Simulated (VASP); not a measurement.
Write the native input for VASP 6.6.1 that does the following.

* Task: single point
* Functional: PBE
* Potentials or basis: VASP PAW PBE potentials, release 64 (Li_sv, Y_sv)
* Cutoff: 1000 eV
* k mesh: 6 × 6 × 6
* Occupations: gaussian, width 0.1 eV
* Spin: no spin polarisation
* Dipole correction: no
* Second try: not_converged
* Further INCAR settings: ALGO = All; EDIFF = 1e-06; NBANDS = 26

The structure of LiY3 lies in POSCAR:

```
LiY3
1.0
    5.3667425500      0.0000000000      0.0000000000
   -2.6833712800      4.6477353900      0.0000000000
    0.0000000000      0.0000000000      3.6996852700
Li Y
1 3
Direct
    0.0000000000      0.0000000000      0.0000000000
    0.5000000000      0.0000000000      0.5000000000
    0.0000000000      0.5000000000      0.5000000000
    0.5000000000      0.5000000000      0.5000000000
```

The cell was generated, and may not be a known phase.

These files were run (other wordings do the same):

INCAR

```
SYSTEM = LiY3
  PREC = Accurate
  ENCUT = 1000
  EDIFF = 1E-6
  ISMEAR = 0
  SIGMA = 0.1
  LREAL = .False.
  LASPH = .True.
  NELM = 300
  ALGO = All
  ISIF = 2
  LWAVE = .False.
  LCHARG = .False.
  GGA = PE
  NBANDS = 26
  GGA_COMPAT = .False.
  ISEARCH = 1
  KPAR = 4
```

KPOINTS

```
regular mesh
0
Gamma
  6 6 6
  0 0 0
```

Potentials or basis: VASP PAW PBE potentials, release 64 (Li_sv, Y_sv).

The run is started by

```bash
$ cat potpaw_PBE.64/Li_sv/POTCAR potpaw_PBE.64/Y_sv/POTCAR > POTCAR
$ mpirun -np 4 vasp_std > vasp.out
```

It gave:

The pressure is 17.9 GPa. The band gap on the k mesh is zero (bands 18 and 19 overlap by 1.54 eV).

Caveat: the stress differs along the axes, from -5 to 30 GPa.

Run time: 93 s on 4 MPI ranks on Intel(R) Xeon(R) Platinum 8375C CPU @ 2.90GHz (Ice Lake), with other jobs on the host, peak memory 0.61 GiB a rank.
